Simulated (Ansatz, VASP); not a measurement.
Two plane-wave programs on W

```
W
1.0
    -1.60609    1.60609    1.60609
     1.60609   -1.60609    1.60609
     1.60609    1.60609   -1.60609
W
1
Direct
  0.00000 0.00000 0.00000
```

Alike in both runs: task single point; functional PBE; k mesh 8 × 8 × 8; occupations gaussian, width 0.05 eV; no spin polarisation.

```csv
,VASP,Ansatz
version,VASP 6.6.1,Ansatz 0.2.0
potentials or method,"VASP PAW PBE potentials, release 64 (W_sv), cutoff 500 eV","scalar-relativistic, plane waves, PAW"
valence electrons in the cell,14,14
```

|  | VASP | Ansatz | Ansatz less VASP |
| --- | --- | --- | --- |
| gap on the k mesh at the Fermi level (eV) | none | none | - |
| pressure (GPa) | -7.1 | -7.5 | -0.40 |

A gap of «none» marks a metal or a gap that the smearing closes.

Spin-orbit coupling is off throughout.
